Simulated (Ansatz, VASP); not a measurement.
## Sb in VASP and in Ansatz

INCAR

```
SYSTEM = Sb
PREC = Accurate
ENCUT = 500
EDIFF = 1E-6
ISMEAR = -1
SIGMA = 0.05
LREAL = .FALSE.
LASPH = .TRUE.
NELM = 120
ALGO = Normal
ISIF = 2
LWAVE = .FALSE.
LCHARG = .FALSE.
GGA = PS
NBANDS = 12
GGA_COMPAT = .FALSE.
```

File KPOINTS:

```
Automatic mesh
0
G
  9 6 6
  0 0 0
```

Contents of POSCAR:

```
Sb
1.0
    3.1224020000     -0.0312240200      0.0000000000
   -0.0434751800      4.3475180000      0.0000000000
   -0.0389150000      0.0003891500      4.4058520000
Sb
2
Direct
    0.0113890000      0.2500000000      0.2411660000
    0.9886110000      0.7500000000      0.7588340000
```

File input.yaml:

```yaml
crystal:
  lattice:
    - [3.122402, -0.03122402, 0.0]
    - [-0.04347518, 4.347518, 0.0]
    - [-0.038915, 0.00038915, 4.405852]
  atoms:
    - { symbol: Sb, position: [0.011389, 0.25, 0.241166] }
    - { symbol: Sb, position: [0.988611, 0.75, 0.758834] }
kpoints:
  mp_grid: { grid: [9, 6, 6] }
  band_path:
    path: [[0.0, -0.5, 0.0], [0.0, 0.0, 0.0], [0.0, 0.0, -0.5]]
    npoints: 12
scf:
  occupations: { method: fermi_dirac, width: 0.05 }
hamiltonian:
  xc: pbesol
  pseudopotentials: { kind: all_electron, lapw: { basis_error: 0.001 } }
output:
  forces: true
  stress: true
  eigenvalues: true
```

Change from the starting cell: strain_shear_xy = -0.02.

Alike in both runs: functional PBEsol; k mesh 9 × 6 × 6; occupations fermi-dirac, width 0.05 eV; no spin polarisation.

```csv
,VASP,Ansatz
version,VASP 6.6.1,Ansatz 0.2.0
potentials or method,"VASP PAW PBE potentials, release 64 (Sb), cutoff 500 eV","all-electron LAPW, scalar-relativistic"
task,single point,band structure
```

Ansatz gave:

| Property | Result |
| --- | --- |
| gap on the k mesh at the Fermi level (eV) | none |
| pressure (GPa) | -2.2 |
| traceless stress, the component that is largest in VASP (GPa) | 0.30 |
| rms of the force components (eV/Å) | 0.026 |

What did VASP give for the same quantities?

gap on the k mesh at the Fermi level (eV): none; pressure (GPa): -2.1; traceless stress, the component that is largest in VASP (GPa): 0.30; rms of the force components (eV/Å): 0.031.

VASP's potentials were made for PBE, not for PBEsol. Atom by atom the forces differ by 0.006 eV/Å (rms over components). A gap of «none» marks a metal or a gap that the smearing closes. Ansatz ran all-electron here, and VASP with PAW potentials.

Spin-orbit coupling is off throughout.
